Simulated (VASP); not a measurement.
# Ni (Fm-3m) in VASP: a series of runs, part 2 of 2

VASP 6.6.1.

## 4. Single point, PBE+U, collinear spin, antiferromagnetic start

INCAR

```
ALGO = Normal
EDIFF = 1E-7
ENCUT = 520
GGA = PE
ISIF = 2
ISMEAR = 0
ISPIN = 2
LASPH = T
LCHARG = T
LDAU = T
LDAUJ = 0
LDAUL = 2
LDAUPRINT = 1
LDAUTYPE = 2
LDAUU = 6.2
LELF = T
LMAXMIX = 4
LORBIT = 11
LREAL = F
LVHAR = T
LWAVE = F
MAGMOM = 2 -2
NBANDS = 21
NELM = 150
PREC = Accurate
SIGMA = 0.1
```

KPOINTS

```
k-points
0
Gamma
  13 13 13
```

POSCAR

```
Ni
1.0
    3.5422000000      1.7711000000      1.7711000000
    1.7711000000      3.5422000000      1.7711000000
    1.7711000000      1.7711000000      3.5422000000
Ni
2
Direct
    0.0000000000      0.0000000000      0.0000000000
    0.5000000000      0.5000000000      0.5000000000
```

Potentials or basis: VASP PAW PBE potentials, release 64 (Ni).

On the command line:

```
$ cat potpaw_PBE.64/Ni/POTCAR > POTCAR
$ mpirun -np 1 vasp_std > vasp.out
```

OUTCAR:

```text
EDIFF = 1E-7
   ENCUT = 520
   GGA = PE
   ISIF = 2
   ISMEAR = 0
   ISPIN = 2
   LASPH = T
   LORBIT = 11
   LREAL = F
   NELM = 150
   PREC = Accurate

 ion  position               nearest neighbor table
   1  0.000  0.000  0.000-   2 2.50   2 2.50   2 2.50   2 2.50   2 2.50   2 2.50
   2  0.500  0.500  0.500-   1 2.50   1 2.50   1 2.50   1 2.50   1 2.50   1 2.50

  LATTYP: Found a trigonal (rhomboedric) cell.
 ALAT       =     4.3382912834
 COS(alpha) =     0.8333333333

  Lattice vectors:

 A1 = (   3.5422000000,   1.7711000000,   1.7711000000)
 A2 = (   1.7711000000,   3.5422000000,   1.7711000000)
 A3 = (   1.7711000000,   1.7711000000,   3.5422000000)

Analysis of symmetry for initial positions (statically):
=====================================================================
 Subroutine PRICEL returns following result:

  LATTYP: Found a face centered cubic cell.
 ALAT       =     3.5422000000
[... 12 lines left out ...]
 Subroutine GETGRP returns: Found 12 space group operations
 (whereof 12 operations were pure point group operations)
 out of a pool of 12 trial point group operations.

The static configuration has the point symmetry D_3d.

Analysis of symmetry for dynamics (positions and initial velocities):
=====================================================================
 Subroutine PRICEL returns following result:

  LATTYP: Found a face centered cubic cell.
 ALAT       =     3.5422000000
[... 12 lines left out ...]
 Subroutine GETGRP returns: Found 12 space group operations
 (whereof 12 operations were pure point group operations)
 out of a pool of 12 trial point group operations.

The dynamic configuration has the point symmetry D_3d.

Analysis of structural, dynamic, and magnetic symmetry:
[... 226 lines left out ...]
  o =  0.9541  v =  0.0000  0.0000  0.0000  0.0000  0.0000 -0.5314  0.2657 -0.7592  0.2657 -0.0000      0.0000  0.0000  0.0000  0.0000  0.0000  0.0000  0.0000  0.0000  0.0000  0.0000
  o =  0.9541  v =  0.0000  0.0000  0.0000  0.0000  0.0000 -0.0000  0.4602  0.0000 -0.4602  0.7592      0.0000  0.0000  0.0000  0.0000  0.0000  0.0000  0.0000  0.0000  0.0000  0.0000

 number of electron      20.0000012 magnetization      -0.0000000

 Free energy of the ion-electron system (eV)
  ---------------------------------------------------
  ext. energy  EPLUGINS =         0.00000000
  ---------------------------------------------------
  free energy    TOTEN  =        -3.33090545 eV

  energy without entropy =       -3.32339525  energy(sigma->0) =       -3.32715035

 E-fermi :   8.1790     XC(G=0): -13.0095

 val. band max:        8.1766852520   @ k =  -0.3077   0.3846   0.2308
 cond. band min:       8.1810878864   @ k =   0.2308   0.2308   0.1538
 fundamental gap:      0.0044026344
 Fermi energy:         8.1790076977

 spin component 1

 k-point     1 :       0.0000    0.0000    0.0000
  band No.  band energies     occupation
      1       0.2410      1.00000
      2       3.2487      1.00000
      3       4.1409      1.00000
      4       4.1409      1.00000
      5       5.6455      1.00000
      6       5.7870      1.00000
[... 1145 lines left out ...]
     20      35.6181      0.00000
     21      37.4103      0.00000

 [... further k-points ...]

------------------------ aborting loop because EDIFF is reached ----------------------------------------

  FORCE on cell =-STRESS in cart. coord.  units (eV):
  Direction    XX          YY          ZZ          XY          YZ          ZX
  --------------------------------------------------------------------------------------
  -------------------------------------------------------------------------------------
  Total       -1.3453202     -1.3453202     -1.3453202      0.3223505      0.3223505      0.3223505
  in kB      -96.9944758    -96.9944758    -96.9944758     23.2407253     23.2407253     23.2407253
  external PRESSURE =     -96.9944758 kB  Pullay stress =       0.0000000 kB

 VOLUME and BASIS-vectors are now :
 -----------------------------------------------------------------------------
  energy-cutoff  :      520.00
  volume of cell :       22.22
      direct lattice vectors                 reciprocal lattice vectors
     3.542200000  1.771100000  1.771100000     0.423465643 -0.141155214 -0.141155214
     1.771100000  3.542200000  1.771100000    -0.141155214  0.423465643 -0.141155214
     1.771100000  1.771100000  3.542200000    -0.141155214 -0.141155214  0.423465643

 POSITION                                       TOTAL-FORCE (eV/Angst)
 -----------------------------------------------------------------------------------
      0.00000      0.00000      0.00000         0.000000      0.000000      0.000000
      3.54220      3.54220      3.54220        -0.000000     -0.000000     -0.000000
 -----------------------------------------------------------------------------------
    total drift:                               -0.000000      0.000000     -0.000000

  FREE ENERGIE OF THE ION-ELECTRON SYSTEM (eV)
  ---------------------------------------------------
  free  energy   TOTEN  =        -3.3309054491 eV

  energy  without entropy=       -3.3233952526  energy(sigma->0) =       -3.32715035

 total charge

# of ion       s       p       d       tot
------------------------------------------
    1        0.460   0.395   8.573   9.428
    2        0.460   0.395   8.573   9.428
--------------------------------------------------
tot          0.920   0.790  17.146  18.856

 magnetization (x)

# of ion       s       p       d       tot
------------------------------------------
    1       -0.011  -0.008   0.813   0.794
    2        0.011   0.008  -0.813  -0.794
--------------------------------------------------
tot          0.000   0.000   0.000   0.000
```

OSZICAR:

```text
N       E                     dE             d eps       ncg     rms          rms(c)
DAV:   1     0.107752842642E+03    0.10775E+03   -0.90483E+03 20937   0.137E+03
DAV:   2     0.400395217980E+01   -0.10375E+03   -0.95943E+02 19774   0.237E+02
DAV:   3    -0.354348656762E+01   -0.75474E+01   -0.73716E+01 22023   0.736E+01
DAV:   4    -0.364217309189E+01   -0.98687E-01   -0.98609E-01 21713   0.808E+00
[... 16 lines left out ...]
DAV:  21    -0.333090506067E+01   -0.24073E-04   -0.13474E-04 22073   0.123E-01    0.797E-03
DAV:  22    -0.333090501072E+01    0.49954E-07   -0.70267E-05 25627   0.870E-02    0.301E-03
DAV:  23    -0.333090520688E+01   -0.19616E-06   -0.26735E-06 26843   0.204E-02    0.217E-03
DAV:  24    -0.333090535617E+01   -0.14929E-06   -0.32275E-06 20312   0.235E-02    0.106E-03
DAV:  25    -0.333090544909E+01   -0.92919E-07   -0.16251E-07 16825   0.731E-03
   1 F= -.33309054E+01 E0= -.33271504E+01  d E =-.751020E-02  mag=    -0.0000
```

stdout:

```text
POSCAR found type information on POSCAR Ni
 POSCAR found :  1 types and       2 ions
 scaLAPACK will be used
 LDA part: xc-table for (Slater+PW92), standard interpolation
 POSCAR, INCAR and KPOINTS ok, starting setup
 FFT: planning ... GRIDC
 FFT: planning ... GRID_SOFT
 FFT: planning ... GRID
 WAVECAR not read
 entering main loop
```

Run time: 5.2 min. Hardware: 1 thread of Intel Xeon 6975P-C (Granite Rapids), shared host; peak memory 0.32 GiB.

The run converged, but its numbers aren't listed here, since they failed a check.

Caveat: the result breaks the symmetry of the cell; the U is typed as a test and isn't derived for this compound.

## 5. Single point, PBE+U, collinear spin, ferromagnetic start

INCAR

```
SYSTEM = Ni
PREC     = Accurate       ! precision mode
ENCUT    = 520            ! plane-wave cutoff, eV
EDIFF    = 1E-6           ! SCF threshold, eV
ISMEAR   = 0              ! smearing method
SIGMA    = 0.1            ! smearing width, eV
LREAL    = .False.        ! projectors in reciprocal space
LASPH    = .True.         ! aspherical terms in the spheres
NELM     = 150            ! most SCF steps
ALGO     = Normal         ! electronic algorithm
ISIF     = 2              ! what is computed and relaxed
LWAVE    = .False.        ! write WAVECAR
LCHARG   = .False.        ! write CHGCAR
ISPIN    = 2              ! spin polarisation
MAGMOM   = 0.86 0.86      ! initial moments
LORBIT   = 11             ! projections on sites
LMAXMIX  = 4              ! l up to which the mixer works
LDAU     = .True.         ! DFT+U
LDAUTYPE = 2            
LDAUL    = 2              ! shell
LDAUU    = 6.2            ! U, eV
LDAUJ    = 0            
LDAUPRINT= 1            
GGA      = PE             ! functional
NBANDS   = 21             ! bands
```

KPOINTS

```
Automatic mesh
0
Gamma
  13 13 13
  0 0 0
```

POSCAR is that of step 4.

On the command line:

```
$ cat potpaw_PBE.64/Ni/POTCAR > POTCAR
$ mpirun -np 1 vasp_std > vasp.out
```

Wall time 3.3 min (1 thread of Intel Xeon 6975P-C (Granite Rapids), shared host); peak memory 0.31 GiB.

It converged, with:

```
Free energy                                           : -3.5460 eV
Pressure                                              : -11.1 GPa
Net moment                                            : 1.63 μB per cell
Site moments                                          : Ni +0.86 μB
Valence electrons inside the program's atomic spheres : Ni 9.41
```

Stress tensor (GPa, compression positive):
```
-11.10  -0.12  -0.12
 -0.12 -11.10  -0.12
 -0.12  -0.12 -11.10
```

Levels at points of the mesh, in eV from the Fermi level:
Spin up:
| k point | band 9 | band 10 | band 11 | band 12 | band 13 | band 14 |
| --- | --- | --- | --- | --- | --- | --- |
| (0.00, 0.00, 0.00) | -2.95 | -2.39 | -2.39 | 0.35 | 5.00 | 22.62 |
Spin down:
```csv
k point,band 5,band 6,band 7,band 8,band 9,band 10,band 11,band 12,band 13,band 14
"(0.00, 0.00, 0.00)",-2.22,-2.22,-1.39,-1.38,-1.38,0.04,0.04,0.19,6.38,22.34
```

Eigenvalues of the final occupation matrices:
```tsv
site	spin	trace	eigenvalues
site 1 d	1	4.74	0.95 0.95 0.95 0.95 0.95
site 1 d	2	3.82	0.65 0.65 0.66 0.93 0.93
site 2 d	1	4.74	0.95 0.95 0.95 0.95 0.95
site 2 d	2	3.82	0.65 0.65 0.66 0.93 0.93
```

Caveat: the U is typed as a test and isn't derived for this compound. The state reached can hang on the start; a lower one may exist.
